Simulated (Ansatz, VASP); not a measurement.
C in VASP and in Ansatz

```xyz
2
Lattice="0.0000 1.7660 1.7660 1.7660 0.0000 1.7660 1.7660 1.7660 0.0000" Properties=species:S:1:pos:R:3 pbc="T T T"
C     0.0000    0.0000    0.0000
C     0.8830    0.8830    0.8830
```

Alike in both runs: functional LDA; k mesh 10 × 10 × 10; occupations gaussian, width 0.1 eV; no spin polarisation.

Ansatz relaxed the structure, and its values are those at the end. VASP's run is a single point on that final structure, the one shown.

```csv
,VASP,Ansatz
version,VASP 6.6.1,Ansatz 0.2.0
potentials or method,"VASP PAW LDA potentials, release 64 (C), cutoff 600 eV","scalar-relativistic, plane waves, PAW"
valence electrons in the cell,8,8
```

Ansatz gave:

| Quantity | Value |
| --- | --- |
| gap on the k mesh at the Fermi level (eV) | 4.21 |
| least direct gap on the mesh (eV) | 5.62 |
| pressure (GPa) | -0.1 |

**Question.** What did VASP give for the same quantities?

**Answer.** gap on the k mesh at the Fermi level (eV): 4.20; least direct gap on the mesh (eV): 5.63; pressure (GPa): 0.7.

LDA's correlation is that of Perdew and Zunger in VASP and of Perdew and Wang (1992) in Ansatz.
